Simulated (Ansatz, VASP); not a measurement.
Two plane-wave programs on C

```
C
1.0
     0.00000    1.78012    1.74452
     1.78012    0.00000    1.74452
     1.78012    1.78012    0.00000
C
2
Direct
  0.00000 0.00000 0.00000
  0.25000 0.25000 0.25000
```

Change from the starting cell: uniaxial_z strain -2.0%.

Alike in both runs: task single point; functional PBE; k mesh 12 × 12 × 12; occupations fermi-dirac, width 0.02 eV; no spin polarisation.

|  | VASP | Ansatz |
| --- | --- | --- |
| version | VASP 6.6.1 | Ansatz 0.2.0 |
| potentials or method | VASP PAW PBE potentials, release 64 (C) | plane waves, PAW |
| plane-wave cutoff (eV) | 520 | 420 |
| valence electrons in the cell | 8 | 8 |

VASP gave:

* gap on the k mesh at the Fermi level (eV): 3.69
* pressure (GPa): 14.4
* traceless stress, the component that is largest in VASP (GPa): 12.60

What did Ansatz give for the same quantities?

gap on the k mesh at the Fermi level (eV): 3.70; pressure (GPa): 13.6; traceless stress, the component that is largest in VASP (GPa): 12.61.
